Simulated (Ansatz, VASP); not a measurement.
## Two plane-wave programs on Mo

```
Mo
1.0
     2.72625    0.00000    0.00000
    -1.36312    2.36100    0.00000
     0.00000    0.00000   10.17890
Mo
4
Cartesian
  0.0000 1.5740 3.8565
  1.3631 0.7870 8.9459
  1.3631 0.7870 6.3224
  0.0000 1.5740 1.2330
```

Alike in both runs: functional r2SCAN; k mesh 9 × 9 × 2; occupations gaussian, width 0.1 eV; no spin polarisation.

Ansatz relaxed the structure, and its values are those at the end. VASP's run is a single point on that final structure, the one shown.

|  | VASP | Ansatz |
| --- | --- | --- |
| version | VASP 6.6.1 | Ansatz 0.2.0 |
| potentials or method | VASP PAW PBE potentials, release 64 (Mo_sv), cutoff 520 eV | scalar-relativistic, plane waves, PAW |
| valence electrons in the cell | 56 | 56 |

Ansatz gave:

```
gap on the k mesh at the Fermi level (eV) : none
pressure (GPa)                            : 0.0
rms of the force components (eV/Å)        : 0.004
```

Problem. What did VASP give for the same quantities?

Solution. gap on the k mesh at the Fermi level (eV): none; pressure (GPa): 1.0; rms of the force components (eV/Å): 0.009.

VASP's potentials were made for PBE, not for r2SCAN. A gap of «none» marks a metal or a gap that the smearing closes. The functional is the same, so the differences come from potentials, cutoffs and numerics.
